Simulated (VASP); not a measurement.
# Al (I4/mmm) in VASP: further runs

Runs on Al. Level: PBEsol. Tasks: single point.

All numbers are computed with VASP 6.6.1; they aren't measurements. Logs are shortened: lines on timing, memory, paths and dates and some standing lists are left out, and cuts for length are marked.

### 1 The cell of the first run

The structure is tetragonal, space group I4/mmm (No. 139). Conventional cell: a = 2.862 Å, b = 2.862 Å, c = 3.805 Å, α = 90.00°, β = 90.00°, γ = 90.00°. Within 3.7 Å of Al (site symmetry 4/mmm) lie 12 Al at 2.78 to 2.86 Å.

### 2 Single point, PBEsol (strain -0.0600 x Voigt [0, 0, 1, 0, 0, 0])

INCAR reads:

```
SYSTEM = Al
ALGO     = Fast           ! electronic algorithm
EDIFF    = 1E-7           ! SCF threshold, eV
ENCUT    = 520            ! plane-wave cutoff, eV
GGA      = PS             ! functional
ISIF     = 2              ! what is computed and relaxed
ISMEAR   = 0              ! smearing method
LASPH    = .TRUE.         ! aspherical terms in the spheres
LCHARG   = .FALSE.        ! write CHGCAR
LREAL    = .FALSE.        ! projectors in reciprocal space
LWAVE    = .FALSE.        ! write WAVECAR
NBANDS   = 8              ! bands
NELM     = 80             ! most SCF steps
PREC     = Accurate       ! precision mode
SIGMA    = 0.15           ! smearing width, eV
```

KPOINTS reads:

```
k-points
0
G
  20 20 20
  0 0 0
```

POSCAR reads:

```
Al
1.0
    0.0000000000      2.0239800000      1.9025412000
    2.0239800000      0.0000000000      1.9025412000
    2.0239800000      2.0239800000      0.0000000000
Al
1
Direct
    0.0000000000      0.0000000000      0.0000000000
```

Potentials or basis: VASP PAW PBE potentials, release 64 (Al).

Launch:

```bash
$ cat potpaw_PBE.64/Al/POTCAR > POTCAR
$ mpirun -np 1 vasp_std > vasp.out
```

OUTCAR:

```text
SYSTEM = Al
   EDIFF = 1E-7
   ENCUT = 520
   GGA = PS
   ISIF = 2
   ISMEAR = 0
   LASPH = .TRUE.
   LREAL = .FALSE.
   NELM = 80
   PREC = Accurate

 ion  position               nearest neighbor table
   1  0.000  0.000  0.000-

  LATTYP: Found a body centered tetragonal cell.
 ALAT       =     2.8623399660
 C/A-ratio  =     1.3293607486

  Lattice vectors:

 A1 = (   0.0000000000,  -2.0239800000,  -1.9025412000)
 A2 = (   0.0000000000,   2.0239800000,  -1.9025412000)
 A3 = (   2.0239800000,   0.0000000000,   1.9025412000)

Analysis of symmetry for initial positions (statically):
=====================================================================
 Subroutine PRICEL returns:
 Original cell was already a primitive cell.

 Routine SETGRP: Setting up the symmetry group for a
 body centered tetragonal supercell.

 Subroutine GETGRP returns: Found 16 space group operations
 (whereof 16 operations were pure point group operations)
 out of a pool of 16 trial point group operations.

The static configuration has the point symmetry D_4h.

Analysis of symmetry for dynamics (positions and initial velocities):
=====================================================================
 Subroutine PRICEL returns:
 Original cell was already a primitive cell.

 Routine SETGRP: Setting up the symmetry group for a
 body centered tetragonal supercell.

 Subroutine GETGRP returns: Found 16 space group operations
 (whereof 16 operations were pure point group operations)
 out of a pool of 16 trial point group operations.

The dynamic configuration has the point symmetry D_4h.

 Subroutine INISYM returns: Found 16 space group operations
 (whereof 16 operations are pure point group operations),
 and found     1 'primitive' translations

----------------------------------------------------------------------------------------

                                     Primitive cell

  volume of cell :      15.5875

  direct lattice vectors                    reciprocal lattice vectors
     0.000000000  2.023980000  1.902541200    -0.247038014  0.247038014  0.262806398
     2.023980000  0.000000000  1.902541200     0.247038014 -0.247038014  0.262806398
     2.023980000  2.023980000  0.000000000     0.247038014  0.247038014 -0.262806398

  length of vectors
     2.777797339  2.777797339  2.862339966     0.437175896  0.437175896  0.437175896

  position of ions in fractional coordinates (direct lattice)
     0.000000000  0.000000000  0.000000000

  ion indices of the primitive-cell ions
   primitive index   ion index
                 1           1

----------------------------------------------------------------------------------------

 KPOINTS: k-points

Automatic generation of k-mesh.
 Grid dimensions read from file:
 generate k-points for:   20   20   20

 Generating k-lattice:

  Cartesian coordinates                     Fractional coordinates (reciprocal lattice)
    -0.012351901  0.012351901  0.013140320     0.050000000  0.000000000  0.000000000
     0.012351901 -0.012351901  0.013140320     0.000000000  0.050000000  0.000000000
     0.012351901  0.012351901 -0.013140320    -0.000000000 -0.000000000  0.050000000

  Length of vectors
     0.021858795  0.021858795  0.021858795

  Shift w.r.t. Gamma in fractional coordinates (k-lattice)
     0.000000000  0.000000000  0.000000000

 Subroutine IBZKPT returns following result:
 ===========================================

 Found    641 irreducible k-points:

 Following reciprocal coordinates:
            Coordinates               Weight
  0.000000  0.000000  0.000000      1.000000
  0.050000  0.000000  0.000000      8.000000
  0.100000  0.000000  0.000000      8.000000
  0.150000  0.000000  0.000000      8.000000
  0.200000  0.000000  0.000000      8.000000
  0.250000  0.000000  0.000000      8.000000
[... 16 lines left out ...]
 -0.400000  0.050000  0.000000      8.000000
 -0.350000  0.050000  0.000000      8.000000
 [... further k-points ...]
   k-points           NKPTS =    641   k-points in BZ     NKDIM =    641   number of bands    NBANDS=      8
   number of dos      NEDOS =    301   number of ions     NIONS =      1
   total plane-waves  NPLWV =  13824
   dimension x,y,z NGX =    24 NGY =   24 NGZ =   24
   dimension x,y,z NGXF=    48 NGYF=   48 NGZF=   48
   ions per type =               1
   NGX,Y,Z   is equivalent  to a cutoff of  14.36, 14.36, 13.94 a.u.
   NGXF,Y,Z  is equivalent  to a cutoff of  28.73, 28.73, 27.88 a.u.
 SYSTEM =  Al
   PREC   = accura    normal or accurate (medium, high low for compatibility)
   ISTART =      0    job   : 0-new  1-cont  2-samecut
   ICHARG =      2    charge: 1-file 2-atom 10-const
   ISPIN  =      1    spin polarized calculation?
   LNONCOLLINEAR =      F non collinear calculations
   LSORBIT =      F    spin-orbit coupling
   LASPH  =      T    aspherical Exc in radial PAW
   ENCUT  =  520.0 eV  38.22 Ry    6.18 a.u.   5.16  5.16  5.32*2*pi/ulx,y,z
   NELM   =     80;   NELMIN=  2; NELMDL= -5     # of ELM steps
   EDIFF  = 0.1E-06   stopping-criterion for ELM
   LREAL  =      F    real-space projection
   EDIFFG = 0.1E-05   stopping-criterion for IOM
   NSW    =      0    number of steps for IOM
   IBRION =     -1    ionic relax: 0-MD 1-quasi-New 2-CG
   NFREE  =      0    steps in history (QN), initial steepest desc. (CG)
   ISIF   =      2    stress and relaxation
   ISYM   =      2    0-nonsym 1-usesym 2-fastsym
   POTIM  = 0.5000    time-step for ionic-motion
   TEBEG  =    0.0;   TEEND  =   0.0 temperature during run
   PSTRESS=    0.0 pullay stress
   NELECT =       3.0000    total number of electrons
   NUPDOWN=      -1.0000    fix difference up-down
   EMIN   =  10.00;   EMAX   =-10.00  energy-range for DOS
   EFERMI =   0.00;   METHOD = LEGACY
   ISMEAR =     0;   SIGMA  =   0.15  broadening in eV -4-tet -1-fermi 0-gaus
   EFERMI_NEDOS =   21; number of points for ismear=-14 and -15
   IALGO  =     68    algorithm
   IMIX   =      4    mixing-type and parameters
     AMIX     =   0.40;   BMIX     =  1.00
     AMIX_MAG =   1.60;   BMIX_MAG =  1.00
  volume/ion in A,a.u.               =      15.59       105.19
  Fermi-wavevector in a.u.,A,eV,Ry     =   0.945199  1.786166 12.155451  0.893400
  Thomas-Fermi vector in A             =   2.073077
   LORBIT       =      0    0 simple, 1 ext, 2 COOP (PROOUT), +10 PAW based schemes
   GGA     = PS    functional components
   LHFCALC =     F    Hartree Fock is set to
   AEXX    =    0.0000 exact exchange contribution
   IVDW    =     0    specifies the selected vdW correction
   LEPSILON=     F    determine dielectric tensor
   LRPA    =     F    only Hartree local field effects (RPA)
 non-spin polarized calculation
 RMM-DIIS sequential band-by-band and
 Gauss-broadening in eV      SIGMA  =   0.15
  energy-cutoff  :      520.00
  volume of cell :       15.59
 maximum number of plane-waves:       439
 NGX is ok and might be reduce to    24
   NGX = 11   NGY = 11   NGZ = 11

 number of electron       3.0000000 magnetization

 Free energy of the ion-electron system (eV)
  ---------------------------------------------------
  ext. energy  EPLUGINS =         0.00000000
  ---------------------------------------------------
  free energy    TOTEN  =        -4.08089040 eV

  energy without entropy =       -4.07679202  energy(sigma->0) =       -4.07884121

 E-fermi :   8.5443     XC(G=0): -10.4660

 val. band max:        8.5405319201   @ k =  -0.4000   0.4000   0.2000
 cond. band min:       8.5456314651   @ k =   0.4000   0.1000   0.0500
 fundamental gap:      0.0050995450
 Fermi energy:         8.5442632492

 k-point     1 :       0.0000    0.0000    0.0000
  band No.  band energies     occupation
      1      -2.9733      2.00000
      2      21.2956      0.00000
      3      21.2956      0.00000
      4      21.9659      0.00000
      5      23.2912      0.00000
      6      23.5016      0.00000
      7      23.5016      0.00000
      8      25.5225      0.00000

 k-point     2 :       0.0500    0.0000    0.0000
  band No.  band energies     occupation
      1      -2.9026      2.00000
      2      20.1944      0.00000
      3      21.0618      0.00000
      4      21.5719      0.00000
      5      23.6321      0.00000
      6      23.8392      0.00000
      7      23.9424      0.00000
      8      26.2947      0.00000

 k-point     3 :       0.1000    0.0000    0.0000
  band No.  band energies     occupation
      1      -2.6908      2.00000
      2      18.1993      0.00000
      3      20.5980      0.00000
      4      21.1403      0.00000
      5      23.9508      0.00000
      6      24.4125      0.00000
      7      24.5564      0.00000
      8      26.1009      0.00000

 k-point     4 :       0.1500    0.0000    0.0000
  band No.  band energies     occupation
      1      -2.3385      2.00000
      2      16.1219      0.00000
      3      20.1335      0.00000
      4      20.7604      0.00000
      5      23.8212      0.00000
      6      24.6232      0.00000
      7      25.2301      0.00000
      8      26.0487      0.00000

 k-point     5 :       0.2000    0.0000    0.0000
  band No.  band energies     occupation
      1      -1.8468      2.00000
      2      14.0867      0.00000
      3      19.7429      0.00000
      4      20.4664      0.00000
      5      23.6519      0.00000
      6      23.7318      0.00000
      7      25.2464      0.00000
      8      26.6939      0.00000

 k-point     6 :       0.2500    0.0000    0.0000
  band No.  band energies     occupation
      1      -1.2174      2.00000
      2      12.1305      0.00000
      3      19.4504      0.00000
      4      20.2711      0.00000
      5      22.8058      0.00000
      6      23.5154      0.00000
      7      24.3863      0.00000
      8      27.7828      0.00000

 k-point     7 :       0.3000    0.0000    0.0000
  band No.  band energies     occupation
      1      -0.4521      2.00000
      2      10.2703      0.00000
      3      19.2653      0.00000
      4      20.1801      0.00000
      5      21.9611      0.00000
      6      23.2933      0.00000
      7      23.7026      0.00000
      8      27.6553      0.00000
[... 133 lines left out ...]
 k-point    20 :       0.4500    0.0500    0.0000
  band No.  band energies     occupation
      1       2.3600      2.00000
      2       5.8215      2.00000
      3      18.2747      0.00000
      4      20.0550      0.00000
      5      20.8370      0.00000
      6      21.3879      0.00000
      7      25.1727      0.00000
      8      25.6250      0.00000

 k-point    21 :       0.5000    0.0500    0.0000
  band No.  band energies     occupation
      1       3.5758      2.00000
      2       4.4145      2.00000
      3      18.5185      0.00000
      4      20.0567      0.00000
      5      20.5255      0.00000
      6      20.9617      0.00000
      7      24.6491      0.00000
      8      26.0986      0.00000

 k-point    22 :      -0.4500    0.0500    0.0000
  band No.  band energies     occupation
      1       3.0310      2.00000
      2       5.0136      2.00000
      3      18.8815      0.00000
      4      19.6770      0.00000
      5      20.6514      0.00000
      6      20.8288      0.00000
      7      24.2454      0.00000
      8      26.6862      0.00000

 k-point    23 :      -0.4000    0.0500    0.0000
  band No.  band energies     occupation
      1       1.8467      2.00000
      2       6.4976      2.00000
      3      19.3373      0.00000
      4      19.3636      0.00000
      5      20.4568      0.00000
      6      21.3239      0.00000
      7      23.9683      0.00000
      8      27.3810      0.00000

 k-point    24 :      -0.3500    0.0500    0.0000
  band No.  band energies     occupation
      1       0.7827      2.00000
      2       8.1055      1.99996
      3      19.1029      0.00000
      4      19.9629      0.00000
      5      20.3786      0.00000
      6      21.9403      0.00000
      7      23.8207      0.00000
      8      28.1676      0.00000

 [... further k-points ...]

------------------------ aborting loop because EDIFF is reached ----------------------------------------

  FORCE on cell =-STRESS in cart. coord.  units (eV):
  Direction    XX          YY          ZZ          XY          YZ          ZX
  --------------------------------------------------------------------------------------
  -------------------------------------------------------------------------------------
  Total        0.2249312      0.2249312      0.6350301      0.0000000      0.0000000      0.0000000
  in kB       23.1197804     23.1197804     65.2722175      0.0000000      0.0000000      0.0000000
  external PRESSURE =      37.1705928 kB  Pullay stress =       0.0000000 kB

 VOLUME and BASIS-vectors are now :
 -----------------------------------------------------------------------------
  energy-cutoff  :      520.00
  volume of cell :       15.59
      direct lattice vectors                 reciprocal lattice vectors
     0.000000000  2.023980000  1.902541200    -0.247038014  0.247038014  0.262806398
     2.023980000  0.000000000  1.902541200     0.247038014 -0.247038014  0.262806398
     2.023980000  2.023980000  0.000000000     0.247038014  0.247038014 -0.262806398

 POSITION                                       TOTAL-FORCE (eV/Angst)
 -----------------------------------------------------------------------------------
      0.00000      0.00000      0.00000        -0.000000     -0.000000      0.000000
 -----------------------------------------------------------------------------------
    total drift:                                0.000000      0.000000      0.000000

  FREE ENERGIE OF THE ION-ELECTRON SYSTEM (eV)
  ---------------------------------------------------
  free  energy   TOTEN  =        -4.0808903985 eV

  energy  without entropy=       -4.0767920185  energy(sigma->0) =       -4.07884121
```

Run time: 32 s. Hardware: 1 thread of Intel Xeon 6975P-C, shared host; peak memory 0.19 GiB.

Results:

| Quantity | Value |
| --- | --- |
| Free energy | -4.0809 eV |
| Pressure | 3.7 GPa |

Stress tensor (GPa, compression positive):
```
2.31 0.00 0.00
0.00 2.31 0.00
0.00 0.00 6.53
```

Caveat: the cell differs from its parent crystal (strain -0.0600 x Voigt [0, 0, 1, 0, 0, 0]); the PAW data sets were made with another functional, which shifts forces and pressure a little.

### 3 Single point, PBEsol (strain -0.0450 x Voigt [0, 0, 1, 0, 0, 0])

INCAR reads:

```
PREC = Accurate
ENCUT = 520
EDIFF = 1E-6
ISMEAR = 0
SIGMA = 0.15
LREAL = False
LASPH = True
NELM = 60
ALGO = Normal
ISIF = 2
LWAVE = False
LCHARG = False
GGA = PS
NBANDS = 8
```

KPOINTS reads:

```
regular mesh
0
Gamma
  20 20 20
```

POSCAR reads:

```
Al
1.0
    0.0000000000      2.0239800000      1.9329009000
    2.0239800000      0.0000000000      1.9329009000
    2.0239800000      2.0239800000      0.0000000000
Al
1
Direct
    0.0000000000      0.0000000000      0.0000000000
```

Potentials or basis: VASP PAW PBE potentials, release 64 (Al).

Launch:

```bash
$ cat potpaw_PBE.64/Al/POTCAR > POTCAR
$ mpirun -np 1 vasp_std > vasp.out
```

Run time: 29 s. Hardware: 1 thread of Intel Xeon 6975P-C, shared host; peak memory 0.19 GiB.

The run converged. Its results:

```
Free energy : -4.0890 eV
Pressure    : 2.1 GPa
```

Stress tensor (GPa, compression positive):
```
1.17 0.00 0.00
0.00 1.17 0.00
0.00 0.00 3.90
```

Levels at points of the mesh, in eV from the Fermi level:
```tsv
k point	band 1	band 2	band 3	band 4	band 5	band 6
(0.00, 0.00, 0.00)	-11.42	12.68	12.68	13.18	14.54	14.69
(0.50, 0.00, 0.00)	-4.76	-4.43	11.10	11.27	12.07	12.23
(0.50, 0.50, 0.00)	-2.54	-0.98	4.90	5.21	5.21	8.88
(0.50, 0.00, 0.50)	-3.25	-1.94	5.47	5.94	6.24	9.73
```

Caveat: the cell differs from its parent crystal (strain -0.0450 x Voigt [0, 0, 1, 0, 0, 0]); the PAW data sets were made with another functional, which shifts forces and pressure a little.
